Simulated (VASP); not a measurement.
# Sn (I4_1/amd) in VASP: further runs

Sn is run at these levels: PBE; tasks: single point.

Everything below comes from runs of VASP 6.6.1. Logs are shortened: lines on timing, memory, paths and dates and some standing lists are left out, and cuts for length are marked.

## (1) The cell of the first run

Symmetry: I4_1/amd, No. 141, tetragonal system. The conventional cell has a = 4.590 Å, b = 4.590 Å, c = 6.556 Å, α = 90.00°, β = 90.00°, γ = 90.00°. Sn (site symmetry -4m2) has 4 Sn at 2.82 Å within 3.7 Å.

## (2) Single point, PBE (zz strain of +1 %)

INCAR

```
PREC = Accurate
ENCUT = 520
EDIFF = 1E-7
ISMEAR = -1
SIGMA = 0.03
LREAL = F
LASPH = T
NELM = 80
ALGO = Normal
ISIF = 2
LWAVE = F
LCHARG = T
GGA = PE
LELF = T
LVHAR = T
NBANDS = 21
```

KPOINTS

```
regular mesh
0
Gamma
  9 9 9
```

POSCAR

```
Sn
1.0
    0.0000000000      3.2456000000      3.2780560000
    3.2456000000      0.0000000000      3.2780560000
    3.2456000000      3.2456000000      0.0000000000
Sn
2
Direct
    0.5000000000      0.5000000000      0.5000000000
    0.7500000000      0.7500000000      0.7500000000
```

Potentials or basis: VASP PAW PBE potentials, release 64 (Sn_d).

Started as:

```console
cat potpaw_PBE.64/Sn_d/POTCAR > POTCAR
mpirun -np 1 vasp_std > vasp.out
```

OUTCAR:

```text
PREC = Accurate
   ENCUT = 520
   EDIFF = 1E-7
   ISMEAR = -1
   LREAL = F
   LASPH = T
   NELM = 80
   ISIF = 2
   GGA = PE

 ion  position               nearest neighbor table
   1  0.500  0.500  0.500-   2 2.82   2 2.82   2 2.82   2 2.82
   2  0.750  0.750  0.750-   1 2.82   1 2.82   1 2.82   1 2.82

  LATTYP: Found a body centered tetragonal cell.
 ALAT       =     4.5899715380
 C/A-ratio  =     1.4283556980

  Lattice vectors:

 A1 = (  -3.2456000000,   0.0000000000,   3.2780560000)
 A2 = (   3.2456000000,   0.0000000000,   3.2780560000)
 A3 = (   0.0000000000,   3.2456000000,  -3.2780560000)

Analysis of symmetry for initial positions (statically):
=====================================================================
 Subroutine PRICEL returns:
 Original cell was already a primitive cell.

 Routine SETGRP: Setting up the symmetry group for a
 body centered tetragonal supercell.

 Subroutine GETGRP returns: Found 16 space group operations
 (whereof  8 operations were pure point group operations)
 out of a pool of 16 trial point group operations.

The static configuration has the point symmetry D_2d.
 The point group associated with its full space group is D_4h.

Analysis of symmetry for dynamics (positions and initial velocities):
=====================================================================
 Subroutine PRICEL returns:
 Original cell was already a primitive cell.

 Routine SETGRP: Setting up the symmetry group for a
 body centered tetragonal supercell.

 Subroutine GETGRP returns: Found 16 space group operations
 (whereof  8 operations were pure point group operations)
 out of a pool of 16 trial point group operations.

The dynamic configuration has the point symmetry D_2d.
 The point group associated with its full space group is D_4h.

 Subroutine INISYM returns: Found 16 space group operations
 (whereof  8 operations are pure point group operations),
 and found     1 'primitive' translations

----------------------------------------------------------------------------------------

                                     Primitive cell

  volume of cell :      69.0616

  direct lattice vectors                    reciprocal lattice vectors
     0.000000000  3.245600000  3.278056000    -0.154054720  0.154054720  0.152529426
[... 75 lines left out ...]
   NGXF,Y,Z  is equivalent  to a cutoff of  25.95, 25.95, 26.08 a.u.
 SYSTEM =  unknown system
   PREC   = accura    normal or accurate (medium, high low for compatibility)
   ISTART =      0    job   : 0-new  1-cont  2-samecut
   ICHARG =      2    charge: 1-file 2-atom 10-const
   ISPIN  =      1    spin polarized calculation?
   LNONCOLLINEAR =      F non collinear calculations
   LSORBIT =      F    spin-orbit coupling
   LASPH  =      T    aspherical Exc in radial PAW
   ENCUT  =  520.0 eV  38.22 Ry    6.18 a.u.   8.58  8.58  8.53*2*pi/ulx,y,z
   NELM   =     80;   NELMIN=  2; NELMDL= -5     # of ELM steps
   EDIFF  = 0.1E-06   stopping-criterion for ELM
   LREAL  =      F    real-space projection
   EDIFFG = 0.1E-05   stopping-criterion for IOM
   NSW    =      0    number of steps for IOM
   IBRION =     -1    ionic relax: 0-MD 1-quasi-New 2-CG
   NFREE  =      0    steps in history (QN), initial steepest desc. (CG)
   ISIF   =      2    stress and relaxation
   ISYM   =      2    0-nonsym 1-usesym 2-fastsym
   POTIM  = 0.5000    time-step for ionic-motion
   TEBEG  =    0.0;   TEEND  =   0.0 temperature during run
   PSTRESS=    0.0 pullay stress
   NELECT =      28.0000    total number of electrons
   NUPDOWN=      -1.0000    fix difference up-down
   EMIN   =  10.00;   EMAX   =-10.00  energy-range for DOS
   EFERMI =   0.00;   METHOD = LEGACY
   ISMEAR =    -1;   SIGMA  =   0.03  broadening in eV -4-tet -1-fermi 0-gaus
   EFERMI_NEDOS =   21; number of points for ismear=-14 and -15
   IALGO  =     38    algorithm
   IMIX   =      4    mixing-type and parameters
     AMIX     =   0.40;   BMIX     =  1.00
     AMIX_MAG =   1.60;   BMIX_MAG =  1.00
  volume/ion in A,a.u.               =      34.53       233.03
  Fermi-wavevector in a.u.,A,eV,Ry     =   1.211664  2.289712 19.975103  1.468129
  Thomas-Fermi vector in A             =   2.347172
   LORBIT       =      0    0 simple, 1 ext, 2 COOP (PROOUT), +10 PAW based schemes
   GGA     = PE    functional components
   LHFCALC =     F    Hartree Fock is set to
   AEXX    =    0.0000 exact exchange contribution
   IVDW    =     0    specifies the selected vdW correction
   LEPSILON=     F    determine dielectric tensor
   LRPA    =     F    only Hartree local field effects (RPA)
 non-spin polarized calculation
  energy-cutoff  :      520.00
  volume of cell :       69.06
 maximum number of plane-waves:      1874
   NGX = 17   NGY = 17   NGZ = 17

 number of electron      27.9999993 magnetization

 Free energy of the ion-electron system (eV)
  ---------------------------------------------------
  ext. energy  EPLUGINS =         0.00000000
  ---------------------------------------------------
  free energy    TOTEN  =        -7.65168918 eV

  energy without entropy =       -7.65100906  energy(sigma->0) =       -7.65134912

 E-fermi :   5.4970     XC(G=0):  -8.8279

 val. band max:        5.4093993407   @ k =   0.1111   0.0000   0.0000
 cond. band min:       5.5205592987   @ k =   0.4444  -0.0000   0.0000
 fundamental gap:      0.1111599579
 Fermi energy:         5.4969560523

 k-point     1 :       0.0000    0.0000    0.0000
  band No.  band energies     occupation
      1     -16.1345      2.00000
      2     -16.1345      2.00000
      3     -16.1308      2.00000
      4     -16.0759      2.00000
      5     -16.0745      2.00000
      6     -15.7788      2.00000
[... 565 lines left out ...]
     20      15.3264      0.00000
     21      15.7157      0.00000

 [... further k-points ...]
[... 5 lines left out ...]
  --------------------------------------------------------------------------------------
  -------------------------------------------------------------------------------------
  Total        1.1848483      1.1848483      1.0537914      0.0000000      0.0000000      0.0000000
  in kB       27.4876102     27.4876102     24.4471857      0.0000000      0.0000000      0.0000000
  external PRESSURE =      26.4741354 kB  Pullay stress =       0.0000000 kB

 VOLUME and BASIS-vectors are now :
 -----------------------------------------------------------------------------
  energy-cutoff  :      520.00
  volume of cell :       69.06
      direct lattice vectors                 reciprocal lattice vectors
     0.000000000  3.245600000  3.278056000    -0.154054720  0.154054720  0.152529426
     3.245600000  0.000000000  3.278056000     0.154054720 -0.154054720  0.152529426
     3.245600000  3.245600000  0.000000000     0.154054720  0.154054720 -0.152529426

 POSITION                                       TOTAL-FORCE (eV/Angst)
 -----------------------------------------------------------------------------------
      3.24560      3.24560      3.27806         0.000000     -0.000000      0.000000
      4.86840      4.86840      4.91708        -0.000000      0.000000     -0.000000
 -----------------------------------------------------------------------------------
    total drift:                                0.000000      0.000000      0.000000

  FREE ENERGIE OF THE ION-ELECTRON SYSTEM (eV)
  ---------------------------------------------------
  free  energy   TOTEN  =        -7.6516891807 eV

  energy  without entropy=       -7.6510090617  energy(sigma->0) =       -7.65134912
```

OSZICAR:

```text
N       E                     dE             d eps       ncg     rms          rms(c)
DAV:   1     0.230259579688E+03    0.23026E+03   -0.14734E+04  3190   0.191E+03
DAV:   2     0.178532568423E+02   -0.21241E+03   -0.20781E+03  3165   0.450E+02
DAV:   3    -0.688180786566E+01   -0.24735E+02   -0.24577E+02  3655   0.141E+02
DAV:   4    -0.768299253909E+01   -0.80118E+00   -0.80085E+00  3610   0.287E+01
DAV:   5    -0.771033100042E+01   -0.27338E-01   -0.27338E-01  4590   0.518E+00    0.318E+00
DAV:   6    -0.766890123032E+01    0.41430E-01   -0.26863E-02  4287   0.202E+00    0.187E+00
DAV:   7    -0.764943620089E+01    0.19465E-01   -0.44713E-02  3443   0.218E+00    0.162E-01
DAV:   8    -0.765127573984E+01   -0.18395E-02   -0.58390E-03  3540   0.851E-01    0.493E-02
DAV:   9    -0.765166682477E+01   -0.39108E-03   -0.52397E-04  3547   0.165E-01    0.127E-02
DAV:  10    -0.765168467288E+01   -0.17848E-04   -0.33900E-05  4112   0.454E-02    0.593E-03
DAV:  11    -0.765168936609E+01   -0.46932E-05   -0.77079E-06  3435   0.214E-02    0.119E-03
DAV:  12    -0.765168923714E+01    0.12895E-06   -0.36386E-07  3285   0.722E-03    0.462E-04
DAV:  13    -0.765168918071E+01    0.56430E-07   -0.54778E-08  2829   0.193E-03
   1 F= -.76516892E+01 E0= -.76513491E+01  d E =-.680119E-03
```

stdout:

```text
POSCAR found type information on POSCAR Sn
 POSCAR found :  1 types and       2 ions
 scaLAPACK will be used
 LDA part: xc-table for (Slater+PW92), standard interpolation
 POSCAR, INCAR and KPOINTS ok, starting setup
 FFT: planning ... GRIDC
 FFT: planning ... GRID_SOFT
 FFT: planning ... GRID
 WAVECAR not read
 entering main loop
```

Wall time 64 s (1 thread of AMD EPYC 9R45 (Zen 5), shared host); peak memory 0.22 GiB.

What came out:

| Quantity | Value |
| --- | --- |
| Free energy | -7.6517 eV |
| Pressure | 2.6 GPa |
| Band gap on the k mesh | zero (band 14 reaches 5.64 eV, above the bottom of band 15 at 5.52 eV) |

Stress tensor (GPa, compression positive):
```
2.75 0.00 0.00
0.00 2.75 0.00
0.00 0.00 2.44
```

Caveat: the cell differs from its parent crystal (zz strain of +1 %); spin-orbit coupling is left out, which moves the levels of the heavy elements.

## (3) Single point, PBE (zz strain of +2 %)

INCAR

```
SYSTEM = Sn
PREC     = Accurate       ! precision mode
ENCUT    = 520            ! plane-wave cutoff, eV
EDIFF    = 1E-6           ! SCF threshold, eV
ISMEAR   = -1             ! smearing method
SIGMA    = 0.03           ! smearing width, eV
LREAL    = .FALSE.        ! projectors in reciprocal space
LASPH    = .TRUE.         ! aspherical terms in the spheres
NELM     = 60             ! most SCF steps
ALGO     = Normal         ! electronic algorithm
ISIF     = 2              ! what is computed and relaxed
LWAVE    = .FALSE.        ! write WAVECAR
LCHARG   = .FALSE.        ! write CHGCAR
GGA      = PE             ! functional
NBANDS   = 21             ! bands
```

KPOINTS

```
regular mesh
0
G
  9 9 9
  0 0 0
```

POSCAR

```
Sn
1.0
    0.0000000000      3.2456000000      3.3105120000
    3.2456000000      0.0000000000      3.3105120000
    3.2456000000      3.2456000000      0.0000000000
Sn
2
Direct
    0.5000000000      0.5000000000      0.5000000000
    0.7500000000      0.7500000000      0.7500000000
```

Potentials or basis: VASP PAW PBE potentials, release 64 (Sn_d).

Started as:

```console
cat potpaw_PBE.64/Sn_d/POTCAR > POTCAR
mpirun -np 1 vasp_std > vasp.out
```

Run time: 56 s. Hardware: 1 thread of AMD EPYC 9R45 (Zen 5), shared host; peak memory 0.22 GiB.

It converged, with:

| Property | Result |
| --- | --- |
| Free energy | -7.6609 eV |
| Pressure | 2.2 GPa |
| Band gap on the k mesh | zero (band 14 reaches 5.56 eV, above the bottom of band 15 at 5.40 eV) |

Stress tensor (GPa, compression positive):
```
2.39 0.00 0.00
0.00 2.39 0.00
0.00 0.00 1.80
```

Levels at points of the mesh, in eV from the Fermi level:
```
           k point  band 12  band 13  band 14  band 15  band 16  band 17
(0.00, 0.00, 0.00)    -0.74     0.04     0.17     0.17     2.17     2.17
```

Caveat: the cell differs from its parent crystal (zz strain of +2 %); spin-orbit coupling is left out, which moves the levels of the heavy elements.
